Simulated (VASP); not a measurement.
BeTe, 2 atoms in the cell. Symmetry: F-43m, No. 216, cubic system. The conventional cell has a = 5.540 Å, b = 5.540 Å, c = 5.540 Å, α = 90.00°, β = 90.00°, γ = 90.00°. Te (site symmetry -43m) has 4 Be at 2.40 Å within 3.2 Å. Within 3.2 Å of Be (site symmetry -43m) lie 4 Te at 2.40 Å. 

```yaml
Program: VASP 6.6.1
Task: dielectric tensor
Functional: PBEsol
Potentials_or_basis: VASP PAW PBE potentials, release 64 (Te, Be)
Cutoff: 520 eV
k_mesh: 8 × 8 × 8
Occupations: gaussian, width 0.01 eV
Spin: no spin polarisation
Dipole_correction: no
Further_INCAR_settings: ALGO = Normal; EDIFF = 1e-08
```

Potentials or basis: VASP PAW PBE potentials, release 64 (Te, Be).

Command:

```console
$ cat potpaw_PBE.64/Te/POTCAR potpaw_PBE.64/Be/POTCAR > POTCAR
$ mpirun -np 1 vasp_std > vasp.out
```

Hardware: 1 thread of Intel(R) Xeon(R) 6975P-C (Granite Rapids), with other jobs on the host.

Task: How long does it take, and how much memory?

Result: It took 100 s on 1 thread of Intel(R) Xeon(R) 6975P-C (Granite Rapids), with other jobs on the host, peak memory 0.25 GiB. Counts: scf iterations 111, k points 29.
